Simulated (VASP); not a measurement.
SrCl2: single point with r2SCAN

SrCl2:

```
Sr Cl
1.0
     0.43733    3.71731    3.71731
     3.71731    0.43733    3.71731
     3.71731    3.71731    0.43733
Sr Cl
1 2
Direct
  0.00000 0.00000 0.00000
  0.25000 0.25000 0.25000
  0.75000 0.75000 0.75000
```

This cell differs from its parent crystal: ratio of the length along [111] to the lengths across it x 1.2, volume and fractional coordinates fixed.

| Property | Result |
| --- | --- |
| Program | VASP 6.6.1 |
| Task | single point |
| Functional | r2SCAN |
| Potentials or basis | VASP PAW PBE potentials, release 64 (Sr_sv, Cl) |
| Cutoff | 520 eV |
| k mesh | 6 × 6 × 6 |
| Occupations | gaussian, width 0.05 eV |
| Spin | no spin polarisation |

| Item | Value |
| --- | --- |
| Pressure | 1.8 GPa |
| Largest force | 0.315 eV/Å |
| Band gap on the k mesh | 6.08 eV, indirect (least direct gap 6.15 eV) |

Forces in eV/Å, atoms in the order of the input:
```
Sr   0.000  0.000  0.000
Cl  -0.182 -0.182 -0.182
Cl   0.182  0.182  0.182
```

Stress tensor (GPa, compression positive):
```
 1.77 -0.88 -0.88
-0.88  1.77 -0.88
-0.88 -0.88  1.77
```

Levels at points of the mesh, in eV from the valence-band top:
```
           k point  band 10  band 11  band 12  band 13  band 14  band 15
(0.00, 0.00, 0.00)    -0.37    -0.37    -0.07     6.08     6.86     6.86
(0.50, 0.00, 0.00)    -1.29    -0.99    -0.93     7.22     7.95     8.29
(0.50, 0.50, 0.00)    -0.66    -0.16     0.00     6.16     7.53     8.47
(0.50, 0.50, 0.50)    -1.26    -0.88    -0.88     7.26     7.26     7.65
```

It took 5.9 min on 1 thread of Intel Xeon 8259CL, on a shared host, peak memory 0.28 GiB.

Caveat: the PAW data sets were made with another functional, which shifts forces and pressure a little. A k mesh can miss the band edges.
